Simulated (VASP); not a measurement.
# Ba (Fm-3m) in VASP: further runs

The runs below take Ba through single point, relaxation of cell and atoms, with r2SCAN.

Program: VASP 6.6.1. These are calculated values, not measurements. Logs are shortened: lines on timing, memory, paths and dates and some standing lists are left out, and cuts for length are marked.

## 1. The cell of the first run

The structure is cubic, space group Fm-3m (No. 225). Conventional cell: a = 6.444 Å, b = 6.444 Å, c = 6.444 Å, α = 90.00°, β = 90.00°, γ = 90.00°.

## 2. Single point, r2SCAN

File POSCAR:

```
Ba
1.0
    0.0000000000      3.2220407792      3.2220407792
    3.2220407792      0.0000000000      3.2220407792
    3.2220407792      3.2220407792      0.0000000000
Ba
1
Direct
    0.0000000000      0.0000000000      0.0000000000
```

File INCAR.step1:

```
SYSTEM = Ba
PREC = Accurate ; ENCUT = 520
ISMEAR = 0 ; SIGMA = 0.1
LREAL = .False. ; LASPH = .True.
NELM = 100 ; NBANDS = 11
GGA = PE ; ALGO = Normal
EDIFF = 1E-4 ; LWAVE = .True.
LCHARG = .False.
```

File INCAR.step2:

```
SYSTEM = Ba
PREC = Accurate ; ENCUT = 520
EDIFF = 1E-6 ; ISMEAR = 0
SIGMA = 0.1 ; LREAL = .False.
LASPH = .True. ; NELM = 100
ALGO = Normal ; ISIF = 2
LWAVE = .False. ; LCHARG = .True.
METAGGA = R2SCAN ; LMIXTAU = .True.
LELF = .True. ; LVHAR = .True.
NBANDS = 11 ; ISTART = 1
```

File KPOINTS:

```
Automatic mesh
0
Gamma
  12 12 12
  0 0 0
```

Potentials or basis: VASP PAW PBE potentials, release 64 (Ba_sv).

Started as:

```console
$ cat potpaw_PBE.64/Ba_sv/POTCAR > POTCAR
$ cp INCAR.step1 INCAR
$ mpirun -np 1 vasp_std > vasp.out
$ cp INCAR.step2 INCAR
$ mpirun -np 1 vasp_std > vasp.out
```

OUTCAR:

```text
SYSTEM = Ba
   PREC = Accurate
   ENCUT = 520
   EDIFF = 1E-6
   ISMEAR = 0
   LREAL = .False.
   LASPH = .True.
   NELM = 100
   ISIF = 2
   METAGGA = R2SCAN
   ISTART = 1

 ion  position               nearest neighbor table
   1  0.000  0.000  0.000-

  LATTYP: Found a face centered cubic cell.
 ALAT       =     6.4440815584

  Lattice vectors:

 A1 = (   0.0000000000,   3.2220407792,   3.2220407792)
 A2 = (   3.2220407792,   0.0000000000,   3.2220407792)
 A3 = (   3.2220407792,   3.2220407792,   0.0000000000)

Analysis of symmetry for initial positions (statically):
=====================================================================
 Subroutine PRICEL returns:
 Original cell was already a primitive cell.

 Routine SETGRP: Setting up the symmetry group for a
 face centered cubic supercell.

 Subroutine GETGRP returns: Found 48 space group operations
 (whereof 48 operations were pure point group operations)
 out of a pool of 48 trial point group operations.

The static configuration has the point symmetry O_h .

Analysis of symmetry for dynamics (positions and initial velocities):
=====================================================================
 Subroutine PRICEL returns:
 Original cell was already a primitive cell.

 Routine SETGRP: Setting up the symmetry group for a
 face centered cubic supercell.

 Subroutine GETGRP returns: Found 48 space group operations
 (whereof 48 operations were pure point group operations)
 out of a pool of 48 trial point group operations.

The dynamic configuration has the point symmetry O_h .

 Subroutine INISYM returns: Found 48 space group operations
 (whereof 48 operations are pure point group operations),
 and found     1 'primitive' translations

----------------------------------------------------------------------------------------

                                     Primitive cell

  volume of cell :      66.8995

  direct lattice vectors                    reciprocal lattice vectors
     0.000000000  3.222040779  3.222040779    -0.155181152  0.155181152  0.155181152
     3.222040779  0.000000000  3.222040779     0.155181152 -0.155181152  0.155181152
     3.222040779  3.222040779  0.000000000     0.155181152  0.155181152 -0.155181152

  length of vectors
     4.556653768  4.556653768  4.556653768     0.268781640  0.268781640  0.268781640

  position of ions in fractional coordinates (direct lattice)
     0.000000000  0.000000000  0.000000000

  ion indices of the primitive-cell ions
   primitive index   ion index
                 1           1

----------------------------------------------------------------------------------------

 KPOINTS: Automatic mesh

Automatic generation of k-mesh.
 Grid dimensions read from file:
 generate k-points for:   12   12   12

 Generating k-lattice:

  Cartesian coordinates                     Fractional coordinates (reciprocal lattice)
    -0.012931763  0.012931763  0.012931763     0.083333333  0.000000000  0.000000000
     0.012931763 -0.012931763  0.012931763     0.000000000  0.083333333  0.000000000
     0.012931763  0.012931763 -0.012931763     0.000000000  0.000000000  0.083333333

  Length of vectors
     0.022398470  0.022398470  0.022398470

  Shift w.r.t. Gamma in fractional coordinates (k-lattice)
     0.000000000  0.000000000  0.000000000

 Subroutine IBZKPT returns following result:
 ===========================================

 Found     72 irreducible k-points:

 Following reciprocal coordinates:
            Coordinates               Weight
  0.000000  0.000000  0.000000      1.000000
  0.083333  0.000000  0.000000      8.000000
  0.166667  0.000000  0.000000      8.000000
  0.250000  0.000000  0.000000      8.000000
  0.333333  0.000000  0.000000      8.000000
  0.416667  0.000000  0.000000      8.000000
[... 16 lines left out ...]
  0.500000  0.166667  0.000000     24.000000
 -0.416667  0.166667  0.000000     24.000000
 [... further k-points ...]
   k-points           NKPTS =     72   k-points in BZ     NKDIM =     72   number of bands    NBANDS=     11
   number of dos      NEDOS =    301   number of ions     NIONS =      1
   total plane-waves  NPLWV =  46656
   dimension x,y,z NGX =    36 NGY =   36 NGZ =   36
   dimension x,y,z NGXF=    72 NGYF=   72 NGZF=   72
   ions per type =               1
   NGX,Y,Z   is equivalent  to a cutoff of  13.13, 13.13, 13.13 a.u.
   NGXF,Y,Z  is equivalent  to a cutoff of  26.27, 26.27, 26.27 a.u.
 SYSTEM =  Ba
   PREC   = accura    normal or accurate (medium, high low for compatibility)
   ISTART =      1    job   : 0-new  1-cont  2-samecut
   ICHARG =      0    charge: 1-file 2-atom 10-const
   ISPIN  =      1    spin polarized calculation?
   LNONCOLLINEAR =      F non collinear calculations
   LSORBIT =      F    spin-orbit coupling
   LASPH  =      T    aspherical Exc in radial PAW
   ENCUT  =  520.0 eV  38.22 Ry    6.18 a.u.   8.47  8.47  8.47*2*pi/ulx,y,z
   NELM   =    100;   NELMIN=  2; NELMDL=  0     # of ELM steps
   EDIFF  = 0.1E-05   stopping-criterion for ELM
   LREAL  =      F    real-space projection
   EDIFFG = 0.1E-04   stopping-criterion for IOM
   NSW    =      0    number of steps for IOM
   IBRION =     -1    ionic relax: 0-MD 1-quasi-New 2-CG
   NFREE  =      0    steps in history (QN), initial steepest desc. (CG)
   ISIF   =      2    stress and relaxation
   ISYM   =      2    0-nonsym 1-usesym 2-fastsym
   POTIM  = 0.5000    time-step for ionic-motion
   TEBEG  =    0.0;   TEEND  =   0.0 temperature during run
   PSTRESS=    0.0 pullay stress
   NELECT =      10.0000    total number of electrons
   NUPDOWN=      -1.0000    fix difference up-down
   EMIN   =  10.00;   EMAX   =-10.00  energy-range for DOS
   EFERMI =   0.00;   METHOD = LEGACY
   ISMEAR =     0;   SIGMA  =   0.10  broadening in eV -4-tet -1-fermi 0-gaus
   EFERMI_NEDOS =   21; number of points for ismear=-14 and -15
   IALGO  =     38    algorithm
   IMIX   =      4    mixing-type and parameters
     AMIX     =   0.40;   BMIX     =  1.00
     AMIX_MAG =   1.60;   BMIX_MAG =  1.00
  volume/ion in A,a.u.               =      66.90       451.46
  Fermi-wavevector in a.u.,A,eV,Ry     =   0.868828  1.641847 10.270522  0.754862
  Thomas-Fermi vector in A             =   1.987563
   LORBIT       =      0    0 simple, 1 ext, 2 COOP (PROOUT), +10 PAW based schemes
   METAGGA = R2SCAN    functional components
   LHFCALC =     F    Hartree Fock is set to
   AEXX    =    0.0000 exact exchange contribution
   IVDW    =     0    specifies the selected vdW correction
   LEPSILON=     F    determine dielectric tensor
   LRPA    =     F    only Hartree local field effects (RPA)
 non-spin polarized calculation
 Gauss-broadening in eV      SIGMA  =   0.10
  energy-cutoff  :      520.00
  volume of cell :       66.90
 maximum number of plane-waves:      1828
 NGX is ok and might be reduce to    36
   NGX = 17   NGY = 17   NGZ = 17

 number of electron      10.0000000 magnetization

 Free energy of the ion-electron system (eV)
  ---------------------------------------------------
  ext. energy  EPLUGINS =         0.00000000
  ---------------------------------------------------
  free energy    TOTEN  =       -26.40322126 eV

  energy without entropy =      -26.39554979  energy(sigma->0) =      -26.39938553

 E-fermi :   1.6386     XC(G=0):  -7.6308

 val. band max:        1.6120949202   @ k =  -0.4167   0.5000   0.0833
 cond. band min:       1.6684565219   @ k =  -0.3333   0.3333   0.0000
 fundamental gap:      0.0563616017
 Fermi energy:         1.6386366699

 k-point     1 :       0.0000    0.0000    0.0000
  band No.  band energies     occupation
      1     -28.4826      2.00000
      2     -13.0451      2.00000
      3     -13.0451      2.00000
      4     -13.0451      2.00000
      5      -1.3302      2.00000
      6       3.5451      0.00000
      7       3.5451      0.00000
      8       3.5451      0.00000
      9       5.0644      0.00000
     10       5.0644      0.00000
     11       7.6704      0.00000

 k-point     2 :       0.0833    0.0000    0.0000
  band No.  band energies     occupation
      1     -28.4803      2.00000
      2     -13.0731      2.00000
      3     -13.0485      2.00000
      4     -13.0485      2.00000
      5      -1.2094      2.00000
      6       3.3760      0.00000
      7       3.6021      0.00000
      8       3.6021      0.00000
      9       4.9798      0.00000
     10       4.9798      0.00000
     11       7.9787      0.00000

 k-point     3 :       0.1667    0.0000    0.0000
  band No.  band energies     occupation
      1     -28.4742      2.00000
      2     -13.1484      2.00000
      3     -13.0578      2.00000
      4     -13.0578      2.00000
      5      -0.8675      2.00000
      6       3.0066      0.00000
      7       3.7101      0.00000
      8       3.7101      0.00000
      9       4.8606      0.00000
     10       4.8606      0.00000
     11       8.3645      0.00000

 k-point     4 :       0.2500    0.0000    0.0000
  band No.  band energies     occupation
      1     -28.4658      2.00000
      2     -13.2484      2.00000
      3     -13.0705      2.00000
      4     -13.0705      2.00000
      5      -0.3704      2.00000
      6       2.6431      0.00000
      7       3.6924      0.00000
      8       3.6924      0.00000
      9       4.9960      0.00000
     10       4.9960      0.00000
     11       7.8606      0.00000
[... 239 lines left out ...]
 k-point    22 :       0.4167    0.1667    0.0000
  band No.  band energies     occupation
      1     -28.4505      2.00000
      2     -13.3584      2.00000
      3     -13.1342      2.00000
      4     -13.1182      2.00000
      5       0.6490      2.00000
      6       2.1360      0.00000
      7       2.9581      0.00000
      8       3.9027      0.00000
      9       5.4514      0.00000
     10       6.1308      0.00000
     11       7.9993      0.00000

 k-point    23 :       0.5000    0.1667    0.0000
  band No.  band energies     occupation
      1     -28.4462      2.00000
      2     -13.3993      2.00000
      3     -13.1550      2.00000
      4     -13.1180      2.00000
      5       1.0005      2.00000
      6       2.0475      0.00000
      7       2.9332      0.00000
      8       3.7695      0.00000
      9       6.0745      0.00000
     10       6.2363      0.00000
     11       7.4325      0.00000

 k-point    24 :      -0.4167    0.1667    0.0000
  band No.  band energies     occupation
      1     -28.4457      2.00000
      2     -13.4026      2.00000
      3     -13.1680      2.00000
      4     -13.1098      2.00000
      5       1.0744      2.00000
      6       2.0764      0.00000
      7       2.9140      0.00000
      8       3.7109      0.00000
      9       5.8534      0.00000
     10       6.4531      0.00000
     11       7.4332      0.00000

 [... further k-points ...]
[... 5 lines left out ...]
  --------------------------------------------------------------------------------------
  -------------------------------------------------------------------------------------
  Total        0.0161664      0.0161664      0.0161664     -0.0000000     -0.0000000      0.0000000
  in kB        0.3871701      0.3871701      0.3871701     -0.0000000     -0.0000000      0.0000000
  external PRESSURE =       0.3871701 kB  Pullay stress =       0.0000000 kB

 VOLUME and BASIS-vectors are now :
 -----------------------------------------------------------------------------
  energy-cutoff  :      520.00
  volume of cell :       66.90
      direct lattice vectors                 reciprocal lattice vectors
     0.000000000  3.222040779  3.222040779    -0.155181152  0.155181152  0.155181152
     3.222040779  0.000000000  3.222040779     0.155181152 -0.155181152  0.155181152
     3.222040779  3.222040779  0.000000000     0.155181152  0.155181152 -0.155181152

 POSITION                                       TOTAL-FORCE (eV/Angst)
 -----------------------------------------------------------------------------------
      0.00000      0.00000      0.00000        -0.000000      0.000000     -0.000000
 -----------------------------------------------------------------------------------
    total drift:                               -0.000000      0.000000      0.000000

  FREE ENERGIE OF THE ION-ELECTRON SYSTEM (eV)
  ---------------------------------------------------
  free  energy   TOTEN  =       -26.4032212587 eV

  energy  without entropy=      -26.3955497931  energy(sigma->0) =      -26.39938553
```

Run time: 2.3 min. Hardware: 1 thread of Intel Xeon Platinum 8488C (Sapphire Rapids), shared host; peak memory 0.24 GiB.

What came out:

```yaml
Free_energy: -26.4032 eV
Pressure: 0.0 GPa
Band_gap_on_the_k_mesh: zero (band 5 reaches 1.67 eV, above the bottom of band 6 at 1.52 eV)
```

Caveat: the PAW data sets were made with another functional, which shifts forces and pressure a little; spin-orbit coupling is left out, which moves the levels of the heavy elements.

(Continued in part 2 of 2.)
